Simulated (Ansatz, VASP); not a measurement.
**One calculation of SrO, two programs**

The input POSCAR:

```
SrO
1.0
    0.0000000000      2.5663000000      2.5663000000
    2.5663000000      0.0000000000      2.5663000000
    2.5663000000      2.5663000000      0.0000000000
Sr O
1 1
Direct
    0.5000000000      0.5000000000      0.5000000000
    0.0000000000      0.0000000000      0.0000000000
```

INCAR.step1

```
ALGO = Normal ; EDIFF = 1E-5
ENCUT = 520 ; GGA = PE
ISIF = 2 ; ISMEAR = 0
LASPH = True ; LCHARG = False
LREAL = False ; LWAVE = True
NBANDS = 15 ; NELM = 100
PREC = Accurate ; SIGMA = 0.01
```

File INCAR.step2:

```
AEXX = 0.25 ; ALGO = Normal
EDIFF = 1E-6 ; ENCUT = 520
GGA = PE ; ISIF = 2
ISMEAR = 0 ; ISTART = 1
LASPH = True ; LCHARG = False
LHFCALC = True ; LREAL = False
LWAVE = False ; NBANDS = 15
NELM = 100 ; PREC = Accurate
PRECFOCK = Normal ; SIGMA = 0.01
```

Contents of KPOINTS:

```
k-points
0
Gamma
  4 4 4
```

Input for Ansatz:

```yaml
crystal:
  lattice:
    - [0.0, 2.5663, 2.5663]
    - [2.5663, 0.0, 2.5663]
    - [2.5663, 2.5663, 0.0]
  atoms:
    - { symbol: Sr, position: [0.5, 0.5, 0.5] }
    - { symbol: O, position: [0.0, 0.0, 0.0] }
basis:
  ecutwfc: 557.833418042754
kpoints:
  mp_grid:
    grid: [4, 4, 4]
hamiltonian:
  xc: pbe0
scf:
  max_iter: 100
  occupations:
    method: fixed
output:
  eigenvalues: true
```

Alike in both runs: task single point; functional PBE0; k mesh 4 × 4 × 4; no spin polarisation.

|  | VASP | Ansatz |
| --- | --- | --- |
| version | VASP 6.6.1 | Ansatz 0.2.0 |
| potentials or method | VASP PAW PBE potentials, release 64 (Sr_sv, O), cutoff 520 eV | plane waves, PAW |
| occupations | gaussian, width 0.01 eV | fixed |
| valence electrons in the cell | 16 | 16 |

|  | VASP | Ansatz | Ansatz less VASP |
| --- | --- | --- | --- |
| gap on the k mesh at the Fermi level (eV) | 5.50 | 5.53 | +0.025 |

The k mesh is coarse, so the values compare programs but aren't converged.
